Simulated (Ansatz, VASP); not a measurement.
## Two plane-wave programs on ZrC

```
CELL_PARAMETERS angstrom
0.00000 2.54552 2.54552
2.54552 0.00000 2.54552
2.54552 2.54552 0.00000
ATOMIC_POSITIONS crystal
Zr 0.50000 0.50000 0.50000
C 0.75000 0.75000 0.75000
```

Alike in both runs: functional r2SCANh; k mesh 5 × 5 × 5; occupations fermi-dirac, width 0.05 eV; no spin polarisation.

|  | VASP | Ansatz |
| --- | --- | --- |
| version | VASP 6.6.1 | Ansatz 0.2.0 |
| potentials or method | VASP PAW PBE potentials, release 64 (Zr_sv, C) | Ansatz PAW |
| plane-wave cutoff (eV) | 520 | 500 |
| valence electrons in the cell | 16 | 16 |
| task | single point | band structure |

VASP gave:

| Item | Value |
| --- | --- |
| pressure (GPa) | -0.3 |

Problem. Estimate Ansatz's values.

Solution. Pressure (GPa): -0.4.

VASP's potentials were made for PBE, not for r2SCANh.

The k mesh is coarse, so the values compare programs but aren't converged.
